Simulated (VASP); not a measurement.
Runs of VASP 6.6.1 on Be5Te2. The structure is that of space group R-3m (No. 166), or close to it. The cells are those of the table. 

| task | cell | k mesh | cutoff (eV) | gap on the mesh (eV) | pressure (GPa) | largest force (eV/Å) |
| --- | --- | --- | --- | --- | --- | --- |
| single point | a = 8.179 Å, angles 29.0°, 7 atoms | 4 × 4 × 4 | 520 | none | (b) | 0.02 |
| single point | a = 9.790 Å, angles 22.6°, 7 atoms | 5 × 5 × 5 | 520 | none | 0.4 | 0.01 |
| single point | a = 4.107, b = 4.107, c = 8.070 Å, angles 75.3, 75.3, 60.0°, 7 atoms | 6 × 6 × 6 | 520 | none | 0.0 | (a) |
| relaxation of cell and atoms | relaxed from a = 7.990 Å, angles 28.3°, 7 atoms | 5 × 5 × 5 | 600 | none | 0.0 | 0.07 |

Alike in all rows: level PBE; potentials or basis VASP PAW PBE potentials, release 64 (Be, Te); no spin polarisation; smearing gaussian 0.2 eV.

Fill in the values left out.

(a) 0.08; (b) 0.1.

Caveats: some runs use coarse meshes; spin-orbit coupling is left out, which moves the levels of the heavy elements; this functional lacks dispersion, which binds the layers, so the pressure and a relaxed spacing across them are unreliable (some runs); the relaxation stopped at a loose force limit of 0.08 eV/Å, so its end isn't a converged minimum (some runs).

A k mesh can miss the band edges, and the runs leave out spin-orbit coupling on Te.

A gap of «none» marks levels without a gap at the run's occupations.
